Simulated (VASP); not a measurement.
Here is a VASP 6.6.1 calculation.

The input INCAR:

```
SYSTEM = Ti
PREC = Accurate
ENCUT = 520
EDIFF = 1E-6
ISMEAR = 0
SIGMA = 0.15
LREAL = .False.
LASPH = .True.
NELM = 60
ALGO = Fast
ISIF = 2
LWAVE = .False.
LCHARG = .False.
GGA = PE
NBANDS = 12
```

Contents of KPOINTS:

```
regular mesh
0
Gamma
  20 20 20
  0 0 0
```

POSCAR

```
Ti
1.0
    0.0000000000      1.9994998749      1.9994998749
    1.9994998749      0.0000000000      1.9994998749
    1.9994998749      1.9994998749      0.0000000000
Ti
1
Direct
    0.0000000000      0.0000000000      0.0000000000
```

Potentials or basis: VASP PAW PBE potentials, release 64 (Ti_sv).

Launch:

```bash
$ cat potpaw_PBE.64/Ti_sv/POTCAR > POTCAR
$ mpirun -np 1 vasp_std > vasp.out
```

(1) Predict the band gap on the k mesh.

(2) Predict the pressure.

Answers

(1) zero (bands 6 and 7 overlap by 1.33 eV).

(2) 10.0 GPa.

Caveat: the cell stands under pressure.
